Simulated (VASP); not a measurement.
# Co (Fd-3m) in VASP: notebook

Co is run at these levels: PBE; tasks: single point, relaxation of cell and atoms.

Program: VASP 6.6.1. These are calculated values, not measurements. Logs are shortened: lines on timing, memory, paths and dates and some standing lists are left out, and cuts for length are marked.

**1. The cell of the first run**

The structure is cubic, space group Fd-3m (No. 227). Conventional cell: a = 4.709 Å, b = 4.709 Å, c = 4.709 Å, α = 90.00°, β = 90.00°, γ = 90.00°. Co (site symmetry -43m) has 4 Co at 2.04 Å within 2.7 Å.

**2. Single point, PBE, collinear spin, ferromagnetic start**

Input file INCAR:

```
PREC = Accurate
ENCUT = 520
EDIFF = 1E-7
ISMEAR = -1
SIGMA = 0.1
LREAL = False
LASPH = True
NELM = 150
ALGO = Normal
ISIF = 2
LWAVE = False
LCHARG = True
ISPIN = 2
MAGMOM = 1.7 1.7
LORBIT = 11
LMAXMIX = 4
GGA = PE
LELF = True
LVHAR = True
NBANDS = 20
```

Input file KPOINTS:

```
regular mesh
0
Gamma
  14 14 14
```

Input file POSCAR:

```
Co
1.0
    0.0000000000      2.3545812008      2.3545812008
    2.3545812008      0.0000000000      2.3545812008
    2.3545812008      2.3545812008      0.0000000000
Co
2
Direct
   -0.1250000000     -0.1250000000     -0.1250000000
    0.1250000000      0.1250000000      0.1250000000
```

Potentials or basis: VASP PAW PBE potentials, release 64 (Co).

Launch:

```
> cat potpaw_PBE.64/Co/POTCAR > POTCAR
> mpirun -np 1 vasp_std > vasp.out
```

OUTCAR:

```text
PREC = Accurate
   ENCUT = 520
   EDIFF = 1E-7
   ISMEAR = -1
   LREAL = False
   LASPH = True
   NELM = 150
   ISIF = 2
   ISPIN = 2
   LORBIT = 11
   GGA = PE

 ion  position               nearest neighbor table
   1  0.875  0.875  0.875-   2 2.04   2 2.04   2 2.04   2 2.04
   2  0.125  0.125  0.125-   1 2.04   1 2.04   1 2.04   1 2.04

  LATTYP: Found a face centered cubic cell.
 ALAT       =     4.7091624016

  Lattice vectors:

 A1 = (   0.0000000000,   2.3545812008,   2.3545812008)
 A2 = (   2.3545812008,   0.0000000000,   2.3545812008)
 A3 = (   2.3545812008,   2.3545812008,   0.0000000000)

Analysis of symmetry for initial positions (statically):
=====================================================================
 Subroutine PRICEL returns:
 Original cell was already a primitive cell.

 Routine SETGRP: Setting up the symmetry group for a
 face centered cubic supercell.

 Subroutine GETGRP returns: Found 48 space group operations
 (whereof 12 operations were pure point group operations)
 out of a pool of 48 trial point group operations.

The static configuration has the point symmetry D_3d.
 The point group associated with its full space group is O_h .

Analysis of symmetry for dynamics (positions and initial velocities):
=====================================================================
 Subroutine PRICEL returns:
 Original cell was already a primitive cell.

 Routine SETGRP: Setting up the symmetry group for a
 face centered cubic supercell.

 Subroutine GETGRP returns: Found 48 space group operations
 (whereof 12 operations were pure point group operations)
 out of a pool of 48 trial point group operations.

The dynamic configuration has the point symmetry D_3d.
 The point group associated with its full space group is O_h .

Analysis of structural, dynamic, and magnetic symmetry:
=====================================================================
 Subroutine PRICEL returns:
 Original cell was already a primitive cell.

 Routine SETGRP: Setting up the symmetry group for a
 face centered cubic supercell.

 Subroutine GETGRP returns: Found 48 space group operations
 (whereof 12 operations were pure point group operations)
 out of a pool of 48 trial point group operations.

The overall configuration has the point symmetry D_3d.
 The point group associated with its full space group is O_h .

 Subroutine INISYM returns: Found 48 space group operations
 (whereof 12 operations are pure point group operations),
 and found     1 'primitive' translations

----------------------------------------------------------------------------------------

                                     Primitive cell

  volume of cell :      26.1078

  direct lattice vectors                    reciprocal lattice vectors
     0.000000000  2.354581201  2.354581201    -0.212351988  0.212351988  0.212351988
     2.354581201  0.000000000  2.354581201     0.212351988 -0.212351988  0.212351988
     2.354581201  2.354581201  0.000000000     0.212351988  0.212351988 -0.212351988

  length of vectors
     3.329880668  3.329880668  3.329880668     0.367804433  0.367804433  0.367804433

  position of ions in fractional coordinates (direct lattice)
     0.875000000  0.875000000  0.875000000
     0.125000000  0.125000000  0.125000000

  ion indices of the primitive-cell ions
   primitive index   ion index
                 1           1
                 2           2

----------------------------------------------------------------------------------------

 KPOINTS: regular mesh

Automatic generation of k-mesh.
 Grid dimensions read from file:
 generate k-points for:   14   14   14

 Generating k-lattice:

  Cartesian coordinates                     Fractional coordinates (reciprocal lattice)
    -0.015167999  0.015167999  0.015167999     0.071428571  0.000000000  0.000000000
     0.015167999 -0.015167999  0.015167999     0.000000000  0.071428571  0.000000000
     0.015167999  0.015167999 -0.015167999     0.000000000  0.000000000  0.071428571

  Length of vectors
     0.026271745  0.026271745  0.026271745

  Shift w.r.t. Gamma in fractional coordinates (k-lattice)
     0.000000000  0.000000000  0.000000000

 Subroutine IBZKPT returns following result:
 ===========================================

 Found    104 irreducible k-points:

 Following reciprocal coordinates:
            Coordinates               Weight
  0.000000  0.000000  0.000000      1.000000
  0.071429  0.000000  0.000000      8.000000
  0.142857  0.000000  0.000000      8.000000
  0.214286  0.000000  0.000000      8.000000
  0.285714  0.000000  0.000000      8.000000
  0.357143  0.000000  0.000000      8.000000
[... 16 lines left out ...]
  0.214286  0.142857  0.000000     24.000000
  0.285714  0.142857  0.000000     24.000000
 [... further k-points ...]
   k-points           NKPTS =    104   k-points in BZ     NKDIM =    104   number of bands    NBANDS=     20
[... 32 lines left out ...]
   ISMEAR =    -1;   SIGMA  =   0.10  broadening in eV -4-tet -1-fermi 0-gaus
   EFERMI_NEDOS =   21; number of points for ismear=-14 and -15
   IALGO  =     38    algorithm
   IMIX   =      4    mixing-type and parameters
     AMIX     =   0.40;   BMIX     =  1.00
     AMIX_MAG =   1.60;   BMIX_MAG =  1.00
  volume/ion in A,a.u.               =      13.05        88.09
  Fermi-wavevector in a.u.,A,eV,Ry     =   1.446245  2.733008 28.458297  2.091626
  Thomas-Fermi vector in A             =   2.564336
   LORBIT       =     11    0 simple, 1 ext, 2 COOP (PROOUT), +10 PAW based schemes
   GGA     = PE    functional components
   LHFCALC =     F    Hartree Fock is set to
   AEXX    =    0.0000 exact exchange contribution
   IVDW    =     0    specifies the selected vdW correction
   LEPSILON=     F    determine dielectric tensor
   LRPA    =     F    only Hartree local field effects (RPA)
 spin polarized calculation
  energy-cutoff  :      520.00
  volume of cell :       26.11
 maximum number of plane-waves:       725
 NGX is ok and might be reduce to    28
   NGX = 13   NGY = 13   NGZ = 13

 number of electron      17.9999999 magnetization       0.0029921

 number of electron      17.9999999 magnetization      -0.0004481

 Free energy of the ion-electron system (eV)
  ---------------------------------------------------
  ext. energy  EPLUGINS =         0.00000000
  ---------------------------------------------------
  free energy    TOTEN  =       -11.25548084 eV

  energy without entropy =      -11.13893263  energy(sigma->0) =      -11.19720674

 E-fermi :   7.9467     XC(G=0): -12.0494

 val. band max:        7.9329651167   @ k =   0.4286   0.1429   0.0000
 cond. band min:       7.9472978972   @ k =  -0.2143   0.1429   0.0000
 fundamental gap:      0.0143327805
 Fermi energy:         7.9467123465

 spin component 1

 k-point     1 :       0.0000    0.0000    0.0000
  band No.  band energies     occupation
      1       0.3258      1.00000
      2       4.3333      1.00000
      3       4.3333      1.00000
      4       4.6037      1.00000
      5       4.6037      1.00000
      6       4.6037      1.00000
[... 12 lines left out ...]
     19      25.5300      0.00000
     20      27.1263      0.00000
[... 507 lines left out ...]
 k-point    24 :       0.2857    0.1429    0.0000
  band No.  band energies     occupation
      1       1.8776      1.00000
      2       3.7586      1.00000
      3       4.5432      1.00000
      4       4.6897      1.00000
      5       4.8218      1.00000
      6       5.3352      1.00000
[... 12 lines left out ...]
     19      28.3109      0.00000
     20      29.4025      0.00000

 [... further k-points ...]

 spin component 2

 k-point     1 :       0.0000    0.0000    0.0000
  band No.  band energies     occupation
      1       0.3258      1.00000
      2       4.3331      1.00000
      3       4.3331      1.00000
      4       4.6035      1.00000
      5       4.6035      1.00000
      6       4.6035      1.00000
[... 12 lines left out ...]
     19      25.5299      0.00000
     20      27.1262      0.00000
[... 507 lines left out ...]
 k-point    24 :       0.2857    0.1429    0.0000
  band No.  band energies     occupation
      1       1.8776      1.00000
      2       3.7584      1.00000
      3       4.5430      1.00000
      4       4.6895      1.00000
      5       4.8217      1.00000
      6       5.3351      1.00000
[... 12 lines left out ...]
     19      28.3108      0.00000
     20      29.4025      0.00000

 [... further k-points ...]

------------------------ aborting loop because EDIFF is reached ----------------------------------------

  FORCE on cell =-STRESS in cart. coord.  units (eV):
  Direction    XX          YY          ZZ          XY          YZ          ZX
  --------------------------------------------------------------------------------------
  -------------------------------------------------------------------------------------
  Total        3.4835658      3.4835658      3.4835658      0.0000000      0.0000000      0.0000000
  in kB      213.7782840    213.7782840    213.7782840      0.0000000      0.0000000      0.0000000
  external PRESSURE =     213.7782840 kB  Pullay stress =       0.0000000 kB

 VOLUME and BASIS-vectors are now :
 -----------------------------------------------------------------------------
  energy-cutoff  :      520.00
  volume of cell :       26.11
      direct lattice vectors                 reciprocal lattice vectors
     0.000000000  2.354581201  2.354581201    -0.212351988  0.212351988  0.212351988
     2.354581201  0.000000000  2.354581201     0.212351988 -0.212351988  0.212351988
     2.354581201  2.354581201  0.000000000     0.212351988  0.212351988 -0.212351988

 POSITION                                       TOTAL-FORCE (eV/Angst)
 -----------------------------------------------------------------------------------
      4.12052      4.12052      4.12052        -0.000000     -0.000000     -0.000000
      0.58865      0.58865      0.58865         0.000000      0.000000      0.000000
 -----------------------------------------------------------------------------------
    total drift:                                0.000000      0.000000     -0.000000

  FREE ENERGIE OF THE ION-ELECTRON SYSTEM (eV)
  ---------------------------------------------------
  free  energy   TOTEN  =       -11.2554808421 eV

  energy  without entropy=      -11.1389326342  energy(sigma->0) =      -11.19720674

 total charge

# of ion       s       p       d       tot
------------------------------------------
    1        0.603   0.495   7.462   8.560
    2        0.603   0.495   7.462   8.560
--------------------------------------------------
tot          1.206   0.990  14.924  17.120

 magnetization (x)

# of ion       s       p       d       tot
------------------------------------------
    1        0.000   0.000  -0.000  -0.000
    2        0.000   0.000  -0.000  -0.000
--------------------------------------------------
tot          0.000   0.000  -0.000  -0.000
```

It took 1.7 min on 1 thread of Intel Xeon Platinum 8488C (Sapphire Rapids), shared host; peak memory 0.22 GiB.

Results:

```
Free energy                                           : -11.2555 eV
Pressure                                              : 21.4 GPa
Band gap on the k mesh                                : zero (filled and empty bands overlap)
Net moment                                            : 0.00 μB per cell
Valence electrons inside the program's atomic spheres : Co 8.56
```

Caveat: the starting moments collapsed, and a magnetic state may lie lower.

**3. Single point, PBE, collinear spin, ferromagnetic start**

Input file INCAR:

```
SYSTEM = Co
ALGO = Normal
EDIFF = 1E-6
ENCUT = 520
GGA = PE
ISIF = 2
ISMEAR = -1
ISPIN = 2
LASPH = .TRUE.
LCHARG = .FALSE.
LMAXMIX = 4
LORBIT = 11
LREAL = .FALSE.
LWAVE = .FALSE.
MAGMOM = 1.7 1.7
NBANDS = 20
NELM = 150
PREC = Accurate
SIGMA = 0.1
```

Input file KPOINTS:

```
k-points
0
G
  14 14 14
  0 0 0
```

Input file POSCAR:

```
Co
1.0
    0.0000000000      2.3543506333      2.3543506333
    2.3543506333      0.0000000000      2.3543506333
    2.3543506333      2.3543506333      0.0000000000
Co
2
Direct
   -0.1250000000     -0.1250000000     -0.1250000000
    0.1250000000      0.1250000000      0.1250000000
```

Potentials or basis: VASP PAW PBE potentials, release 64 (Co).

Launch:

```
> cat potpaw_PBE.64/Co/POTCAR > POTCAR
> mpirun -np 1 vasp_std > vasp.out
```

It took 92 s on 1 thread of Intel Xeon Platinum 8488C (Sapphire Rapids), shared host; peak memory 0.22 GiB.

Results (log left out):

| Quantity | Value |
| --- | --- |
| Free energy | -11.2545 eV |
| Pressure | 21.4 GPa |
| Band gap on the k mesh | zero (filled and empty bands overlap) |
| Net moment | 0.00 μB per cell |
| Valence electrons inside the program's atomic spheres | Co 8.56 |

Levels at points of the mesh, in eV from the Fermi level:
Spin up:
| k point | band 7 | band 8 | band 9 | band 10 | band 11 | band 12 |
| --- | --- | --- | --- | --- | --- | --- |
| (0.00, 0.00, 0.00) | -1.24 | -1.24 | -1.24 | 0.37 | 0.37 | 14.60 |
| (0.50, 0.00, 0.00) | -1.75 | -0.68 | -0.68 | 0.12 | 0.12 | 1.77 |
| (0.50, 0.50, 0.00) | -1.59 | -1.59 | 0.32 | 0.32 | 2.11 | 2.11 |
Spin down:
```tsv
k point	band 5	band 6	band 7	band 8	band 9	band 10	band 11	band 12	band 13	band 14
(0.00, 0.00, 0.00)	-3.34	-3.34	-1.24	-1.24	-1.24	0.37	0.37	14.60	14.60	14.60
(0.50, 0.00, 0.00)	-3.37	-3.37	-1.75	-0.68	-0.68	0.12	0.12	1.77	10.81	10.81
(0.50, 0.50, 0.00)	-2.18	-2.18	-1.59	-1.59	0.32	0.32	2.11	2.11	5.25	5.25
```

Caveat: the starting moments collapsed, and a magnetic state may lie lower.

**4. Relaxation of cell and atoms, PBE, collinear spin, ferromagnetic start, target pressure 24 GPa, at which the enthalpy is minimised**

This run uses another cell than the first one, of 11.94 Å³/atom, 0.915 times its volume.

Input file INCAR:

```
SYSTEM = Co
ALGO = Normal ; EDIFF = 1E-6
EDIFFG = -0.005 ; ENCUT = 600
GGA = PE ; IBRION = 2
ISIF = 3 ; ISMEAR = -1
ISPIN = 2 ; LASPH = .TRUE.
LCHARG = .FALSE. ; LMAXMIX = 4
LORBIT = 11 ; LREAL = .FALSE.
LWAVE = .FALSE. ; MAGMOM = 1.7 1.7
NELM = 150 ; NSW = 60
PREC = Accurate ; PSTRESS = 240.0
SIGMA = 0.1
```

KPOINTS is that of step 3.

Input file POSCAR:

```
Co
1.0
    0.0000000000      2.2858443381      2.2858443381
    2.2858443381      0.0000000000      2.2858443381
    2.2858443381      2.2858443381      0.0000000000
Co
2
Direct
   -0.1250000000     -0.1250000000     -0.1250000000
    0.1250000000      0.1250000000      0.1250000000
```

Launch:

```
> cat potpaw_PBE.64/Co/POTCAR > POTCAR
> mpirun -np 1 vasp_std > vasp.out
```

Wall time 8.3 min (1 thread of Intel Xeon Platinum 8259CL at 2.50GHz (Skylake/Cascade Lake), shared host); peak memory 0.23 GiB.

It converged, with:

```yaml
Free_energy: -11.2076 eV
Relaxed_volume: 12.89 Å³/atom
Relaxed_cell: a = 3.316 Å, b = 3.316 Å, c = 3.316 Å, α = 60.00°, β = 60.00°, γ = 60.00°
Space_group_after_relaxing_to_0.05_Å: Fd-3m (No. 227)
Energy_change_on_relaxing_the_enthalpy_is_what_falls: -198.3 meV/atom
Ionic_steps: 14
Pressure_after_relaxing: 24.0 GPa
Band_gap_on_the_k_mesh: zero (filled and empty bands overlap)
Net_moment: 0.00 μB per cell
Valence_electrons_inside_the_program's_atomic_spheres: Co 8.59
```

The path:
| step | energy change (eV) | largest force (eV/Å) | pressure (GPa) | volume (Å³) |
| --- | --- | --- | --- | --- |
| 1 | 0.0000 | 0.0000 | 44.28 | 23.89 |
| 2 | -0.6515 | 0.0000 | 0.57 | 29.50 |
| 3 | -0.4104 | 0.0000 | 23.48 | 25.87 |
| 4 | -0.4022 | 0.0000 | 23.82 | 25.82 |
| 5 | -0.3963 | 0.0000 | 24.17 | 25.78 |
| 6 | -0.3964 | 0.0000 | 24.08 | 25.78 |
| 7 | -0.3964 | 0.0000 | 24.08 | 25.78 |
| 8 | -0.3964 | 0.0000 | 24.14 | 25.78 |
| 9 | -0.3964 | 0.0000 | 24.14 | 25.78 |
| 10 | -0.3964 | 0.0000 | 24.14 | 25.78 |
| 11 | -0.3965 | 0.0000 | 24.13 | 25.78 |
| 12 | -0.3965 | 0.0000 | 24.11 | 25.78 |
| 13 | -0.3965 | 0.0000 | 24.06 | 25.78 |
| 14 | -0.3967 | 0.0000 | 23.97 | 25.78 |

Final structure:
```
Co
1.0
     0.00000    2.34468    2.34468
     2.34468    0.00000    2.34468
     2.34468    2.34468    0.00000
Co
2
Direct
  0.87500 0.87500 0.87500
  0.12500 0.12500 0.12500
```

Levels at points of the mesh, in eV from the Fermi level:
Spin up:
```
           k point  band 7  band 8  band 9  band 10  band 11  band 12
(0.00, 0.00, 0.00)   -1.26   -1.26   -1.26     0.38     0.38    14.73
(0.50, 0.00, 0.00)   -1.78   -0.69   -0.69     0.12     0.12     1.80
(0.50, 0.50, 0.00)   -1.62   -1.62    0.32     0.32     2.14     2.14
```
Spin down:
```
           k point  band 6  band 7  band 8  band 9  band 10  band 11  band 12  band 13
(0.00, 0.00, 0.00)   -3.39   -1.26   -1.26   -1.26     0.38     0.38    14.73    14.73
(0.50, 0.00, 0.00)   -3.42   -1.78   -0.69   -0.69     0.12     0.12     1.80    10.92
(0.50, 0.50, 0.00)   -2.20   -1.62   -1.62    0.32     0.32     2.14     2.14     5.28
```

Caveat: the starting moments collapsed, and a magnetic state may lie lower; the cell is relaxed towards a set pressure, so the enthalpy falls and the energy may rise.

**5. Relaxation of cell and atoms, PBE, collinear spin, ferromagnetic start, target pressure 24 GPa, at which the enthalpy is minimised**

Input file INCAR:

```
PREC = Accurate
ENCUT = 600
EDIFF = 1E-6
ISMEAR = -1
SIGMA = 0.1
LREAL = F
LASPH = T
NELM = 150
ALGO = Normal
ISIF = 3
LWAVE = F
LCHARG = F
ISPIN = 2
MAGMOM = 1.7 1.7
LORBIT = 11
LMAXMIX = 4
GGA = PE
IBRION = 2
NSW = 32
EDIFFG = -0.005
PSTRESS = 240.0
```

Input file KPOINTS:

```
regular mesh
0
Gamma
  14 14 14
```

Input file POSCAR:

```
Co
1.0
    0.0000000000      2.3545812008      2.3545812008
    2.3545812008      0.0000000000      2.3545812008
    2.3545812008      2.3545812008      0.0000000000
Co
2
Direct
   -0.1250000000     -0.1250000000     -0.1250000000
    0.1250000000      0.1250000000      0.1250000000
```

Launch:

```
> cat potpaw_PBE.64/Co/POTCAR > POTCAR
> mpirun -np 1 vasp_std > vasp.out
```

It took 4.6 min on 1 thread of Intel Xeon Platinum 8259CL at 2.50GHz (Skylake/Cascade Lake), shared host; peak memory 0.23 GiB.

Results (log left out):

| Quantity | Value |
| --- | --- |
| Free energy | -11.2106 eV |
| Relaxed volume | 12.90 Å³/atom |
| Relaxed cell | a = 3.316 Å, b = 3.316 Å, c = 3.316 Å, α = 60.00°, β = 60.00°, γ = 60.00° |
| Space group after relaxing (to 0.05 Å) | Fd-3m (No. 227) |
| Energy change on relaxing (the enthalpy is what falls) | +22.3 meV/atom |
| Ionic steps | 3 |
| Pressure after relaxing | 24.0 GPa |
| Band gap on the k mesh | zero (filled and empty bands overlap) |
| Net moment | 0.00 μB per cell |
| Valence electrons inside the program's atomic spheres | Co 8.58 |

Step by step:
```tsv
step	energy change (eV)	largest force (eV/Å)	pressure (GPa)	volume (Å³)
1	0.0000	0.0000	21.27	26.11
2	0.1295	0.0000	28.82	25.28
3	0.0445	0.0000	23.99	25.79
```

Final structure:
```
CELL_PARAMETERS angstrom
0.00000 2.34507 2.34507
2.34507 0.00000 2.34507
2.34507 2.34507 0.00000
ATOMIC_POSITIONS crystal
Co 0.87500 0.87500 0.87500
Co 0.12500 0.12500 0.12500
```

Levels at points of the mesh, in eV from the Fermi level:
Spin up:
```tsv
k point	band 7	band 8	band 9	band 10	band 11	band 12
(0.00, 0.00, 0.00)	-1.26	-1.26	-1.26	0.38	0.38	14.72
(0.50, 0.00, 0.00)	-1.78	-0.69	-0.69	0.12	0.12	1.80
(0.50, 0.50, 0.00)	-1.62	-1.62	0.32	0.32	2.14	2.14
```
Spin down:
| k point | band 7 | band 8 | band 9 | band 10 | band 11 | band 12 |
| --- | --- | --- | --- | --- | --- | --- |
| (0.00, 0.00, 0.00) | -1.26 | -1.26 | -1.26 | 0.38 | 0.38 | 14.72 |
| (0.50, 0.00, 0.00) | -1.78 | -0.69 | -0.69 | 0.12 | 0.12 | 1.80 |
| (0.50, 0.50, 0.00) | -1.62 | -1.62 | 0.32 | 0.32 | 2.14 | 2.14 |

Caveat: the starting moments collapsed, and a magnetic state may lie lower; the cell is relaxed towards a set pressure, so the enthalpy falls and the energy may rise.
